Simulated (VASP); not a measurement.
ZnO:

```xyz
4
Lattice="3.2709 0.0000 0.0000 -1.6355 2.8327 0.0000 0.0000 0.0000 5.1513" Properties=species:S:1:pos:R:3 pbc="T T T"
Zn    0.0000    1.8885   -0.0268
Zn    1.6355    0.9442    2.5488
O     0.0000    1.8885    1.9586
O     1.6355    0.9442    4.5342
```

This cell differs from its parent crystal: epitaxial xy strain +1.1%.

Base run:

| Item | Value |
| --- | --- |
| Program | VASP 6.6.1 |
| Functional | r2SCAN |
| Potentials or basis | VASP PAW PBE potentials, release 64 (Zn, O_h) |
| Cutoff | 910 eV |
| k mesh | 12 × 12 × 6 |
| Occupations | gaussian, width 0.01 eV |
| Spin | no spin polarisation |

Its results: band gap on the k mesh 1.25 eV; pressure -0.5 GPa; largest force 0.008 eV/Å.

Question: The run is repeated on the same cell with these changes: functional from r2SCAN to PBE; occupations from gaussian, width 0.01 eV to fermi-dirac, width 0.02 eV. What comes out?

Answer: Band gap on the k mesh 0.81 eV; pressure 5.2 GPa; largest force 0.014 eV/Å.

Caveats: the cutoff is under 1.25 times the usual one of these potentials, so pressure, stress and relaxed cells hold a basis-set (Pulay) error; the PAW data sets were made with another functional, which shifts forces and pressure a little (at least some runs); the cell stands under pressure (at least some runs).

